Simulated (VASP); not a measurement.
Input of a VASP 6.6.1 run:

Contents of INCAR:

```
SYSTEM = TaSi2
PREC = Accurate ; ENCUT = 520
EDIFF = 1E-6 ; ISMEAR = 0
SIGMA = 0.15 ; LREAL = .False.
LASPH = .True. ; NELM = 80
ALGO = Normal ; ISIF = 2
LWAVE = .False. ; LCHARG = .True.
GGA = PE ; LELF = .True.
LVHAR = .True. ; NBANDS = 38
```

Contents of KPOINTS:

```
regular mesh
0
Gamma
  9 9 6
  0 0 0
```

Contents of POSCAR:

```
TaSi2
1.0
    4.8060235202      0.0000000000      0.0000000000
   -2.4030117601      4.1621384597      0.0000000000
    0.0000000000      0.0000000000      6.5995345254
Ta Si
3 6
Direct
    0.3202255989      0.0000000000     -0.0981887431
    0.5000000000      0.5000000000      0.6666666667
    0.0000000000      0.5000000000      0.3333333333
    0.1589152396      0.3178304793      0.0000000000
    0.8410847604      0.1589152396      0.6666666667
    0.6821695207      0.8410847604      0.3333333333
    0.8410847604      0.6821695207      0.0000000000
    0.1589152396      0.8410847604      0.6666666667
    0.3178304793      0.1589152396      0.3333333333
```

Potentials or basis: VASP PAW PBE potentials, release 64 (Ta_pv, Si).

Run with:

```sh
$ cat potpaw_PBE.64/Ta_pv/POTCAR potpaw_PBE.64/Si/POTCAR > POTCAR
$ mpirun -np 1 vasp_std > vasp.out
```

**Question.** What does it give for the largest force?

**Answer.** 34.212 eV/Å.

**Question.** Predict the pressure.

**Answer.** 37.1 GPa.

**Question.** Estimate the band gap on the k mesh.

**Answer.** Zero (an odd number of electrons rules out a gap without spin polarisation).

Stress tensor (GPa, compression positive):
```
23.06  6.32  6.70
 6.32 26.38 19.98
 6.70 19.98 61.82
```

Caveat: the cell differs from its parent crystal (atom 1 (Ta) moved by -0.864 Å along [1 0 0] and -0.648 Å along [0 0 1]); atoms lie so close that the PAW spheres overlap strongly, which falsifies energies and pressures; the stress differs along the axes, from 23 to 62 GPa; spin-orbit coupling is left out, which moves the levels of the heavy elements; an odd number of electrons without spin polarisation forces a metal; a magnetic or distorted state may lie lower.
